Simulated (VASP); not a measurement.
# InSb (F-43m) in VASP: notebook

The runs below take InSb through single point, with PBE+D3(BJ), PBEsol+U.

Everything below comes from runs of VASP 6.6.1. Logs are shortened: lines on timing, memory, paths and dates and some standing lists are left out, and cuts for length are marked.

**1. The cell of the first run**

It takes space group F-43m (No. 216, cubic). Conventional cell: a = 6.633 Å, b = 6.633 Å, c = 6.633 Å, α = 90.00°, β = 90.00°, γ = 90.00°. Within 3.8 Å of In (site symmetry -43m) lie 4 Sb at 2.87 Å. Sb (site symmetry -43m) has 4 In at 2.87 Å within 3.8 Å.

**2. Single point, PBE+D3(BJ)**

Contents of INCAR:

```
PREC = Accurate
ENCUT = 520
EDIFF = 1E-6
ISMEAR = 0
SIGMA = 0.1
LREAL = False
LASPH = True
NELM = 80
ALGO = Normal
ISIF = 2
LWAVE = False
LCHARG = False
GGA = PE
IVDW = 12
NBANDS = 16
```

Contents of KPOINTS:

```
Automatic mesh
0
Gamma
  1 1 1
  0.5 0.5 0
```

Contents of POSCAR:

```
InSb
1.0
    0.0000000000      3.3166107078      3.3166107078
    3.3166107078      0.0000000000      3.3166107078
    3.3166107078      3.3166107078      0.0000000000
In Sb
1 1
Direct
    0.0000000000      0.0000000000      0.0000000000
    0.2500000000      0.2500000000      0.2500000000
```

Potentials or basis: VASP PAW PBE potentials, release 64 (In_d, Sb).

Run with:

```console
$ cat potpaw_PBE.64/In_d/POTCAR potpaw_PBE.64/Sb/POTCAR > POTCAR
$ mpirun -np 1 vasp_std > vasp.out
```

OUTCAR:

```text
PREC = Accurate
   ENCUT = 520
   EDIFF = 1E-6
   ISMEAR = 0
   LREAL = False
   LASPH = True
   NELM = 80
   ISIF = 2
   GGA = PE
   IVDW = 12
 IVDW          = 12

 ion  position               nearest neighbor table
   1  0.000  0.000  0.000-   2 2.87   2 2.87   2 2.87   2 2.87
   2  0.250  0.250  0.250-   1 2.87   1 2.87   1 2.87   1 2.87

  LATTYP: Found a face centered cubic cell.
 ALAT       =     6.6332214156

  Lattice vectors:

 A1 = (   0.0000000000,   3.3166107078,   3.3166107078)
 A2 = (   3.3166107078,   0.0000000000,   3.3166107078)
 A3 = (   3.3166107078,   3.3166107078,   0.0000000000)

Analysis of symmetry for initial positions (statically):
=====================================================================
 Subroutine PRICEL returns:
 Original cell was already a primitive cell.

 Routine SETGRP: Setting up the symmetry group for a
 face centered cubic supercell.

 Subroutine GETGRP returns: Found 24 space group operations
 (whereof 24 operations were pure point group operations)
 out of a pool of 48 trial point group operations.

The static configuration has the point symmetry T_d .

Analysis of symmetry for dynamics (positions and initial velocities):
=====================================================================
 Subroutine PRICEL returns:
 Original cell was already a primitive cell.

 Routine SETGRP: Setting up the symmetry group for a
 face centered cubic supercell.

 Subroutine GETGRP returns: Found 24 space group operations
 (whereof 24 operations were pure point group operations)
 out of a pool of 48 trial point group operations.

The dynamic configuration has the point symmetry T_d .

 Subroutine INISYM returns: Found 24 space group operations
 (whereof 24 operations are pure point group operations),
 and found     1 'primitive' translations

----------------------------------------------------------------------------------------

                                     Primitive cell

  volume of cell :      72.9648

  direct lattice vectors                    reciprocal lattice vectors
     0.000000000  3.316610708  3.316610708    -0.150756312  0.150756312  0.150756312
     3.316610708  0.000000000  3.316610708     0.150756312 -0.150756312  0.150756312
     3.316610708  3.316610708  0.000000000     0.150756312  0.150756312 -0.150756312

  length of vectors
     4.690395844  4.690395844  4.690395844     0.261117593  0.261117593  0.261117593

  position of ions in fractional coordinates (direct lattice)
     0.000000000  0.000000000  0.000000000
     0.250000000  0.250000000  0.250000000

  ion indices of the primitive-cell ions
   primitive index   ion index
                 1           1
                 2           2

----------------------------------------------------------------------------------------

 KPOINTS: Automatic mesh

Automatic generation of k-mesh.
 Grid dimensions read from file:
 generate k-points for:    1    1    1

 Generating k-lattice:

  Cartesian coordinates                     Fractional coordinates (reciprocal lattice)
    -0.150756312  0.150756312  0.150756312     1.000000000  0.000000000  0.000000000
     0.150756312 -0.150756312  0.150756312     0.000000000  1.000000000  0.000000000
     0.150756312  0.150756312 -0.150756312     0.000000000  0.000000000  1.000000000

  Length of vectors
     0.261117593  0.261117593  0.261117593

  Shift w.r.t. Gamma in fractional coordinates (k-lattice)
     0.500000000  0.500000000  0.000000000

 Subroutine IBZKPT returns following result:
 ===========================================

 Found      1 irreducible k-points:

 Following reciprocal coordinates:
            Coordinates               Weight
  0.500000  0.500000  0.000000      3.000000
   k-points           NKPTS =      1   k-points in BZ     NKDIM =      1   number of bands    NBANDS=     16
   number of dos      NEDOS =    301   number of ions     NIONS =      2
   total plane-waves  NPLWV =  46656
   dimension x,y,z NGX =    36 NGY =   36 NGZ =   36
   dimension x,y,z NGXF=    72 NGYF=   72 NGZF=   72
   ions per type =               1   1
   NGX,Y,Z   is equivalent  to a cutoff of  12.76, 12.76, 12.76 a.u.
   NGXF,Y,Z  is equivalent  to a cutoff of  25.52, 25.52, 25.52 a.u.
 SYSTEM =  unknown system
   PREC   = accura    normal or accurate (medium, high low for compatibility)
   ISTART =      0    job   : 0-new  1-cont  2-samecut
   ICHARG =      2    charge: 1-file 2-atom 10-const
   ISPIN  =      1    spin polarized calculation?
   LNONCOLLINEAR =      F non collinear calculations
   LSORBIT =      F    spin-orbit coupling
   LASPH  =      T    aspherical Exc in radial PAW
   ENCUT  =  520.0 eV  38.22 Ry    6.18 a.u.   8.72  8.72  8.72*2*pi/ulx,y,z
   NELM   =     80;   NELMIN=  2; NELMDL= -5     # of ELM steps
   EDIFF  = 0.1E-05   stopping-criterion for ELM
   LREAL  =      F    real-space projection
   EDIFFG = 0.1E-04   stopping-criterion for IOM
   NSW    =      0    number of steps for IOM
   IBRION =     -1    ionic relax: 0-MD 1-quasi-New 2-CG
   NFREE  =      0    steps in history (QN), initial steepest desc. (CG)
   ISIF   =      2    stress and relaxation
   ISYM   =      2    0-nonsym 1-usesym 2-fastsym
   POTIM  = 0.5000    time-step for ionic-motion
   TEBEG  =    0.0;   TEEND  =   0.0 temperature during run
   PSTRESS=    0.0 pullay stress
   NELECT =      18.0000    total number of electrons
   NUPDOWN=      -1.0000    fix difference up-down
   EMIN   =  10.00;   EMAX   =-10.00  energy-range for DOS
   EFERMI =   0.00;   METHOD = LEGACY
   ISMEAR =     0;   SIGMA  =   0.10  broadening in eV -4-tet -1-fermi 0-gaus
   EFERMI_NEDOS =   21; number of points for ismear=-14 and -15
   IALGO  =     38    algorithm
   IMIX   =      4    mixing-type and parameters
     AMIX     =   0.40;   BMIX     =  1.00
     AMIX_MAG =   1.60;   BMIX_MAG =  1.00
  volume/ion in A,a.u.               =      36.48       246.20
  Fermi-wavevector in a.u.,A,eV,Ry     =   1.026742  1.940260 14.343240  1.054198
  Thomas-Fermi vector in A             =   2.160650
   LORBIT       =      0    0 simple, 1 ext, 2 COOP (PROOUT), +10 PAW based schemes
   GGA     = PE    functional components
   LHFCALC =     F    Hartree Fock is set to
   AEXX    =    0.0000 exact exchange contribution
   IVDW    =    12    specifies the selected vdW correction
   LEPSILON=     F    determine dielectric tensor
   LRPA    =     F    only Hartree local field effects (RPA)
 non-spin polarized calculation
 Gauss-broadening in eV      SIGMA  =   0.10
  energy-cutoff  :      520.00
  volume of cell :       72.96
 maximum number of plane-waves:      1964
 NGX is ok and might be reduce to    36
   NGX = 17   NGY = 17   NGZ = 17

 number of electron      18.0000008 magnetization

 Free energy of the ion-electron system (eV)
  ---------------------------------------------------
  ext. energy  EPLUGINS =         0.00000000
  ---------------------------------------------------
  free energy    TOTEN  =        -9.11507915 eV

  energy without entropy =       -9.11507915  energy(sigma->0) =       -9.11507915

 E-fermi :   2.9041     XC(G=0):  -8.2826

 val. band max:        2.3781330562   @ k =   0.5000   0.5000   0.0000
 cond. band min:       5.8283778540   @ k =   0.5000   0.5000   0.0000
 fundamental gap:      3.4502447977
 Fermi energy:         2.9040680808

 k-point     1 :       0.5000    0.5000    0.0000
  band No.  band energies     occupation
      1     -10.0337      2.00000
      2      -9.9375      2.00000
      3      -9.9375      2.00000
      4      -9.9169      2.00000
      5      -9.8953      2.00000
      6      -4.1819      2.00000
      7      -1.1659      2.00000
      8       2.3781      2.00000
      9       2.3781      2.00000
     10       5.8284      0.00000
     11       5.9659      0.00000
     12      12.1610      0.00000
     13      12.1610      0.00000
     14      12.8634      0.00000
     15      14.4372      0.00000
     16      14.5731      0.00000

------------------------ aborting loop because EDIFF is reached ----------------------------------------

 Edisp (eV)   -0.61315

 E8    (eV) :    -0.2945

  FORCE on cell =-STRESS in cart. coord.  units (eV):
  Direction    XX          YY          ZZ          XY          YZ          ZX
  --------------------------------------------------------------------------------------
  -------------------------------------------------------------------------------------
  Total      -2.96580    -2.96580    -2.96580     0.00000     0.00000     0.00000
  in kB     -65.12370   -65.12370   -65.12370     0.00000     0.00000     0.00000
  external pressure =      -65.12 kB  Pullay stress =        0.00 kB

 VOLUME and BASIS-vectors are now :
 -----------------------------------------------------------------------------
  energy-cutoff  :      520.00
  volume of cell :       72.96
      direct lattice vectors                 reciprocal lattice vectors
     0.000000000  3.316610708  3.316610708    -0.150756312  0.150756312  0.150756312
     3.316610708  0.000000000  3.316610708     0.150756312 -0.150756312  0.150756312
     3.316610708  3.316610708  0.000000000     0.150756312  0.150756312 -0.150756312

 POSITION                                       TOTAL-FORCE (eV/Angst)
 -----------------------------------------------------------------------------------
      0.00000      0.00000      0.00000         0.000000      0.000000      0.000000
      1.65831      1.65831      1.65831        -0.000000     -0.000000     -0.000000
 -----------------------------------------------------------------------------------
    total drift:                               -0.000000     -0.000000     -0.000000

  FREE ENERGIE OF THE ION-ELECTRON SYSTEM (eV)
  ---------------------------------------------------
  free  energy   TOTEN  =        -9.7282273290 eV

  energy  without entropy=       -9.7282273290  energy(sigma->0) =       -9.72822733
```

Run time: 7.4 s. Hardware: 1 thread of Intel Xeon 6975P-C, shared host; peak memory 0.2 GiB.

What came out:

- Free energy: -9.7282 eV
- Pressure: -6.5 GPa
- Band gap on the k mesh: 3.45 eV
- Dispersion energy per atom: -0.307 eV

Caveat: the k points lie up to 1.64 Å⁻¹ apart; three body term missing; spin-orbit coupling is left out, which moves the levels of the heavy elements. A k mesh can miss the band edges.

**3. Single point, PBEsol+U**

This run uses another cell than the first one, of 29.55 Å³/atom, 0.810 times its volume.

Contents of INCAR:

```
  ALGO = Normal
  EDIFF = 1E-6
  ENCUT = 520
  GGA = PS
  ISIF = 2
  ISMEAR = 1
  LASPH = True
  LCHARG = False
  LDAU = True
  LDAUJ = 0.86 0
  LDAUL = 2 -1
  LDAUPRINT = 1
  LDAUTYPE = 1
  LDAUU = 4.6 0
  LREAL = False
  LWAVE = False
  NBANDS = 16
  NELM = 150
  PREC = Accurate
  SIGMA = 0.24
```

Contents of KPOINTS:

```
k-points
0
Gamma
  2 2 2
```

Contents of POSCAR:

```
InSb
1.0
    0.0000000000      3.0916441803      3.0916441803
    3.0916441803      0.0000000000      3.0916441803
    3.0916441803      3.0916441803      0.0000000000
In Sb
1 1
Direct
    0.0000000000      0.0000000000      0.0000000000
    0.2500000000      0.2500000000      0.2500000000
```

Potentials or basis: VASP PAW PBE potentials, release 64 (In_d, Sb).

Run with:

```console
$ cat potpaw_PBE.64/In_d/POTCAR potpaw_PBE.64/Sb/POTCAR > POTCAR
$ mpirun -np 1 vasp_std > vasp.out
```

It took 12 s on 1 thread of Intel Xeon 6975P-C, shared host; peak memory 0.19 GiB.

The run converged. Its results:

| Quantity | Value |
| --- | --- |
| Free energy | -5.0139 eV |
| Pressure | 13.9 GPa |
| Band gap on the k mesh | 0.65 eV, direct |

Levels at points of the mesh, in eV from the valence-band top:
| k point | band 7 | band 8 | band 9 | band 10 | band 11 | band 12 |
| --- | --- | --- | --- | --- | --- | --- |
| (0.00, 0.00, 0.00) | 0.00 | 0.00 | 0.00 | 0.65 | 2.80 | 2.80 |
| (0.50, 0.00, 0.00) | -6.39 | -1.22 | -1.22 | 0.72 | 3.60 | 3.60 |
| (0.50, 0.50, 0.00) | -6.64 | -2.76 | -2.76 | 0.85 | 1.05 | 8.92 |

Eigenvalues of the final occupation matrices:
```csv
site,spin,trace,eigenvalues
site 1 d,1,5.00,0.99 0.99 1.01 1.01 1.01
site 1 d,2,5.00,0.99 0.99 1.01 1.01 1.01
```

Caveat: the k points lie up to 0.88 Å⁻¹ apart; the PAW data sets were made with another functional, which shifts forces and pressure a little; spin-orbit coupling is left out, which moves the levels of the heavy elements; the U is typed as a test and isn't derived for this compound. A k mesh can miss the band edges.
